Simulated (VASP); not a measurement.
Crystal: NaAs2O5.

```
CELL_PARAMETERS angstrom
5.97087 0.00000 0.00000
-2.98543 5.17092 0.00000
0.00000 0.00000 3.59318
ATOMIC_POSITIONS crystal
Na 0.00000 0.00000 0.00000
As 0.33333 0.66667 0.50000
As 0.66667 0.33333 0.50000
O 0.33333 0.66667 0.00000
O 0.00000 0.50000 0.50000
O 0.50000 0.50000 0.50000
O 0.50000 0.00000 0.50000
O 0.66667 0.33333 0.00000
```

The cell was built from a structure type or drawn by symmetry, and may not be a known phase.

```yaml
Program: VASP 6.6.1
Task: relaxation of cell and atoms
Functional: PBE
Potentials_or_basis: VASP PAW PBE potentials, release 64 (Na_pv, As, O)
Cutoff: 600 eV
k_mesh: 3 × 3 × 6
Occupations: gaussian, width 0.1 eV
Spin: no spin polarisation
```

At the start: pressure 18.8 GPa; volume 13.87 Å³/atom.

**Question.** How do energy, volume and symmetry change on relaxing?

**Answer.** Over 5 steps the energy falls by 120.2 meV/atom and the volume is 16.03 Å³/atom (+15.6 %); space group P6/mmm (No. 191, to 0.1 Å) before and after.

Step by step:
```
step  energy change (eV)  largest force (eV/Å)  pressure (GPa)  volume (Å³)
   1              0.0000                0.0000           18.80       110.94
   2             -0.7183                0.0000           -6.85       139.15
   3             -0.9585                0.0000           -0.14       128.72
   4             -0.9582                0.0000            0.17       128.34
   5             -0.9613                0.0000            0.35       128.24
```

Final structure:
```cif
data_structure
_symmetry_space_group_name_H-M 'P 1'
_symmetry_Int_Tables_number 1
_cell_length_a 6.3097
_cell_length_b 6.3097
_cell_length_c 3.7193
_cell_angle_alpha 90.000
_cell_angle_beta 90.000
_cell_angle_gamma 120.000
_cell_volume 128.24
loop_
_atom_site_label
_atom_site_type_symbol
_atom_site_fract_x
_atom_site_fract_y
_atom_site_fract_z
_atom_site_occupancy
Na1 Na 0.00000 0.00000 0.00000 1
As1 As 0.33333 0.66667 0.50000 1
As2 As 0.66667 0.33333 0.50000 1
O1 O 0.33333 0.66667 0.00000 1
O2 O 0.00000 0.50000 0.50000 1
O3 O 0.50000 0.50000 0.50000 1
O4 O 0.50000 0.00000 0.50000 1
O5 O 0.66667 0.33333 0.00000 1
```

Caveat: the k points lie up to 0.38 Å⁻¹ apart in the final cell, too coarse for converged energies and pressures of a metal; the volume moved by over 15 % at a fixed basis, so the end points are rough; an odd number of electrons without spin polarisation forces a metal; a magnetic or distorted state may lie lower.
